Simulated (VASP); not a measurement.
Input of a VASP 6.6.1 run:

File INCAR:

```
SYSTEM = Ir
  PREC = Accurate
  ENCUT = 520
  EDIFF = 1E-7
  ISMEAR = 0
  SIGMA = 0.15
  LREAL = .False.
  LASPH = .True.
  NELM = 100
  ALGO = Normal
  ISIF = 2
  LWAVE = .False.
  LCHARG = .False.
  NBANDS = 16
```

KPOINTS

```
regular mesh
0
Gamma
  18 18 10
  0 0 0
```

Contents of POSCAR:

```
Ir
1.0
    2.6782000000      0.0000000000      0.0000000000
   -1.3391000000      2.3193892364      0.0000000000
    0.0000000000      0.0000000000      4.2693000000
Ir
2
Direct
    0.6666666667      0.3333333333      0.7500000000
    0.3333333333      0.6666666667      0.2500000000
```

Potentials or basis: VASP PAW LDA potentials, release 64 (Ir).

Run with:

```sh
$ cat potpaw_LDA.64/Ir/POTCAR > POTCAR
$ mpirun -np 1 vasp_std > vasp.out
```

**Question.** Predict the pressure.

**Answer.** 24.9 GPa.

**Question.** Predict the band gap on the k mesh.

**Answer.** Zero (bands 9 and 10 overlap by 3.83 eV).

Stress tensor (GPa, compression positive):
```
21.65  0.00  0.00
 0.00 21.65  0.00
 0.00  0.00 31.26
```

Caveat: the cell stands under pressure; spin-orbit coupling is left out, which moves the levels of the heavy elements.
